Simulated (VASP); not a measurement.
Tm2MgC2:

```
CELL_PARAMETERS angstrom
4.40873 0.00000 0.00000
0.15301 5.23419 0.00000
1.58000 2.08208 4.77406
ATOMIC_POSITIONS crystal
Tm 0.50000 0.00000 0.50000
Tm 0.00000 0.50000 0.50000
Mg 0.00000 0.00000 0.00000
C 0.50000 0.50000 0.00000
C 0.50000 0.50000 0.50000
```

The cell was generated, and may not be a known phase.

* Program: VASP 6.6.1
* Task: relaxation of cell and atoms
* Functional: PBE
* Potentials or basis: VASP PAW PBE potentials, release 64 (Tm_3, Mg, C), 4f in core
* Cutoff: 600 eV
* k mesh: 4 × 4 × 4
* Occupations: gaussian, width 0.2 eV
* Spin: no spin polarisation

At the start: pressure -3.9 GPa; volume 22.03 Å³/atom.

Where does the relaxation end?

Over 31 steps the energy falls by 659.9 meV/atom and the volume is 17.56 Å³/atom (-20.3 %); space group P-1 (No. 2, to 0.1 Å) before, P4/mmm (No. 123, to 0.1 Å).

Step by step:
```
step  energy change (eV)  largest force (eV/Å)  pressure (GPa)  volume (Å³)
   1              0.0000                0.0000           -3.87       110.17
   2             -0.5300                0.0000           -0.81       101.63
   3             -0.6012                0.0000            1.40        97.90
   4             -0.6789                0.0000           -0.47        99.49
   5             -0.6935                0.0000           -1.51       100.49
   6             -0.7770                0.0000           -0.96        98.22
   7             -1.0327                0.0000            1.51        90.73
   8             -0.3052                0.0000           17.96        72.59
   9             -1.0646                0.0000            3.09        87.80
  10             -1.0793                0.0000            3.14        87.55
  11             -1.1214                0.0000            3.33        86.79
  12             -1.1916                0.0000            3.95        85.14
  13             -1.2304                0.0000            5.80        81.37
  14             -1.3473                0.0000            4.56        81.74
  15             -1.6552                0.0000            1.40        82.70
  16             -2.0693                0.0000           -0.76        83.81
  17             -2.2251                0.0000            2.52        82.49
  18             -2.4653                0.0000            4.97        85.06
  19             -2.4684                0.0000            4.69        84.89
  20             -2.7122                0.0000            0.78        87.93
  21             -2.8520                0.0000           -3.56        92.22
  22             -2.9859                0.0000           -1.05        90.62
  23             -3.0111                0.0000            0.69        89.63
  24             -3.0984                0.0000            0.14        89.13
  25             -3.1245                0.0000           -0.17        88.59
  26             -3.1912                0.0000           -0.15        88.19
  27             -3.2722                0.0000            0.10        86.97
  28             -3.2730                0.0000            0.17        86.78
  29             -3.2892                0.0000            0.83        86.97
  30             -3.2900                0.0000            1.04        87.02
  31             -3.2993                0.0000            0.15        87.78
```

Final structure:
```xyz
5
Lattice="5.4712 -0.4489 -1.3310 0.2320 5.5528 -1.0673 0.6967 0.4430 2.6193" Properties=species:S:1:pos:R:3 pbc="T T T"
Tm    3.0840   -0.0029    0.6442
Tm    0.4643    2.9979    0.7760
Mg    0.0000    0.0000    0.0000
C     2.8516    2.5520   -1.1991
C     3.1999    2.7735    0.1105
```

Caveat: the k points lie up to 0.57 Å⁻¹ apart in the final cell, too coarse for converged energies and pressures of a metal; the volume moved by over 15 % at a fixed basis, so the end points are rough.
